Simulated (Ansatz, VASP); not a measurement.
TiO2 in VASP and in Ansatz

Contents of INCAR:

```
SYSTEM = TiO2
  PREC = Accurate
  ENCUT = 520
  EDIFF = 1E-6
  ISMEAR = -1
  SIGMA = 0.02
  LREAL = .FALSE.
  LASPH = .TRUE.
  NELM = 100
  ALGO = Normal
  ISIF = 2
  LWAVE = .FALSE.
  LCHARG = .FALSE.
  GGA = PE
  NBANDS = 19
```

The input KPOINTS:

```
regular mesh
0
G
  10 10 10
  0 0 0
```

The input POSCAR:

```
TiO2
1.0
    0.0000000000      2.3968295068      2.3968295068
    2.3968295068      0.0000000000      2.3968295068
    2.3968295068      2.3968295068      0.0000000000
Ti O
1 2
Direct
    0.0000000000      0.0000000000      0.0000000000
    0.7500000000      0.7500000000      0.7500000000
    0.2500000000      0.2500000000      0.2500000000
```

Input for Ansatz:

```yaml
crystal:
  lattice:
    - [0.0, 2.3968295068, 2.3968295068]
    - [2.3968295068, 0.0, 2.3968295068]
    - [2.3968295068, 2.3968295068, 0.0]
  atoms:
    - { symbol: Ti, position: [0.0, 0.0, 0.0] }
    - { symbol: O, position: [0.75, 0.75, 0.75] }
    - { symbol: O, position: [0.25, 0.25, 0.25] }
kpoints:
  mp_grid: { grid: [10, 10, 10] }
  band_path:
    path:
      - [[0.0, 0.0, 0.0], [0.5, 4.58392885878e-35, 0.5], [0.625, 0.25, 0.625]]
      - [[0.375, 0.375, 0.75], [0.0, 0.0, 0.0], [0.5, 0.5, 0.5], [0.5, 0.25, 0.75], [0.5, 4.58392885878e-35, 0.5]]
    npoints: 10
hamiltonian:
  xc: pbe
scf:
  occupations: { method: fermi_dirac, width: 0.02 }
  n_extra_bands: 4
output:
  forces: true
  stress: true
  eigenvalues: true
```

Alike in both runs: task single point; functional PBE; k mesh 10 × 10 × 10; occupations fermi-dirac, width 0.02 eV; no spin polarisation.

```csv
,VASP,Ansatz
version,VASP 6.6.1,Ansatz 0.2.0
potentials or method,"VASP PAW PBE potentials, release 64 (Ti_sv, O)","plane waves, PAW"
plane-wave cutoff (eV),520,420
valence electrons in the cell,24,24
```

|  | VASP | Ansatz | Ansatz less VASP |
| --- | --- | --- | --- |
| gap on the k mesh at the Fermi level (eV) | 1.13 | 1.14 | +0.018 |
| pressure (GPa) | 6.8 | 5.9 | -0.86 |
